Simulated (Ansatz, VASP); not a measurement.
## LiSi2C4 in VASP and in Ansatz

File INCAR:

```
  PREC = Accurate
  ENCUT = 520
  EDIFF = 1E-6
  ISMEAR = 0
  SIGMA = 0.1
  LREAL = False
  LASPH = True
  NELM = 100
  ALGO = Normal
  ISIF = 2
  LWAVE = False
  LCHARG = False
  GGA = PE
  NBANDS = 22
```

KPOINTS

```
regular mesh
0
Gamma
  6 6 4
```

File POSCAR:

```
LiSi2C4
1.0
    2.9581766900      0.0000000000      0.0000000000
    0.2190503200      3.5465550100      0.0000000000
    0.8478479100      1.4339333700      4.0985433400
Li Si C
1 2 4
Direct
    0.5000000000      0.0000000000      0.5000000000
    0.8716260200      0.9803190200      0.7543720000
    0.1283739800      0.0196809800      0.2456280000
    0.2805090000      0.2817679900      0.8184990300
    0.7935289700      0.5222669800      0.6717619900
    0.2064710300      0.4777330200      0.3282380100
    0.7194910000      0.7182320100      0.1815009700
```

Input for Ansatz:

```yaml
crystal:
  lattice:
    - [2.95817669, 0.0, 0.0]
    - [0.21905032, 3.54655501, 0.0]
    - [0.84784791, 1.43393337, 4.09854334]
  atoms:
    - { symbol: Li, position: [0.5, 0.0, 0.5] }
    - { symbol: Si, position: [0.87162602, 0.98031902, 0.754372] }
    - { symbol: Si, position: [0.12837398, 0.01968098, 0.245628] }
    - { symbol: C, position: [0.280509, 0.28176799, 0.81849903] }
    - { symbol: C, position: [0.79352897, 0.52226698, 0.67176199] }
    - { symbol: C, position: [0.20647103, 0.47773302, 0.32823801] }
    - { symbol: C, position: [0.719491, 0.71823201, 0.18150097] }
basis:
  ecutwfc: 420
kpoints:
  mp_grid: { grid: [6, 6, 4] }
hamiltonian:
  xc: pbe
scf:
  occupations: { method: gaussian, width: 0.1 }
  lower_state_search: "off"
output:
  forces: true
  stress: true
  eigenvalues: true
```

Alike in both runs: task single point; functional PBE; k mesh 6 × 6 × 4; occupations gaussian, width 0.1 eV; no spin polarisation.

|  | VASP | Ansatz |
| --- | --- | --- |
| version | VASP 6.6.1 | Ansatz 0.2.0 |
| potentials or method | VASP PAW PBE potentials, release 64 (Li_sv, Si, C), cutoff 520 eV | scalar-relativistic, plane waves, PAW |
| valence electrons in the cell | 27 | 27 |

```csv
,VASP,Ansatz,Ansatz less VASP
gap on the k mesh at the Fermi level (eV),none,none,-
rms of the force components (eV/Å),1.994,1.991,-0.0036
```

Atom by atom the forces differ by 0.011 eV/Å (rms over components). A gap of «none» marks a metal or a gap that the smearing closes.

The k mesh is coarse, so the values compare programs but aren't converged. Noted on VASP's run: the cutoff is short for stress, so the pressure is rough.
